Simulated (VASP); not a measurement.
Write the native input for VASP 6.6.1 that does the following.

| Item | Value |
| --- | --- |
| Task | relaxation of cell and atoms |
| Functional | PBE |
| Potentials or basis | VASP PAW PBE potentials, release 64 (B, C) |
| Cutoff | 600 eV |
| k mesh | 6 × 6 × 6 |
| Occupations | gaussian, width 0.1 eV |
| Spin | no spin polarisation |
| Dipole correction | no |
| Further INCAR settings | ALGO = Normal; EDIFF = 1e-06; IBRION = 2; EDIFFG = -0.04; NSW = 90; ISIF = 3 |

The structure of B7C lies in POSCAR:

```
B7C
1.0
    0.0000000000      3.1810919600      3.1810919600
    3.1810919600      0.0000000000      3.1810919600
    3.1810919600      3.1810919600      0.0000000000
B C
7 1
Direct
    0.5000000000      0.0000000000      0.0000000000
    0.0000000000      0.5000000000      0.5000000000
    0.0000000000      0.5000000000      0.0000000000
    0.5000000000      0.0000000000      0.5000000000
    0.0000000000      0.0000000000      0.5000000000
    0.5000000000      0.5000000000      0.0000000000
    0.5000000000      0.5000000000      0.5000000000
    0.0000000000      0.0000000000      0.0000000000
```

One way to write it, as run:

INCAR

```
SYSTEM = B7C
  ALGO = Normal
  EDIFF = 1E-6
  EDIFFG = -0.04
  ENCUT = 600
  GGA = PE
  IBRION = 2
  ISIF = 3
  ISMEAR = 0
  LASPH = .True.
  LCHARG = .False.
  LREAL = .False.
  LWAVE = .False.
  NELM = 60
  NSW = 90
  PREC = Accurate
  SIGMA = 0.1
```

KPOINTS

```
k-points
0
Gamma
  6 6 6
  0 0 0
```

Potentials or basis: VASP PAW PBE potentials, release 64 (B, C).

Launch:

```console
$ cat potpaw_PBE.64/B/POTCAR potpaw_PBE.64/C/POTCAR > POTCAR
$ mpirun -np 1 vasp_std > vasp.out
```

It gave:

* Relaxed volume: 5.91 Å³/atom
* Relaxed cell: a = 4.059 Å, b = 4.059 Å, c = 4.059 Å, α = 60.00°, β = 60.00°, γ = 60.00°
* Space group after relaxing (to 0.05 Å): Fm-3m (No. 225)
* Energy gained by relaxing: 336.3 meV/atom
* Ionic steps: 3
* Pressure after relaxing: -0.4 GPa

Caveat: the volume moved by over 15 % at a fixed basis, so the end points are rough.

It took 63 s on 1 thread of AMD EPYC 7R43 64-Core Processor (Zen 3), with other jobs on the host, peak memory 0.17 GiB.
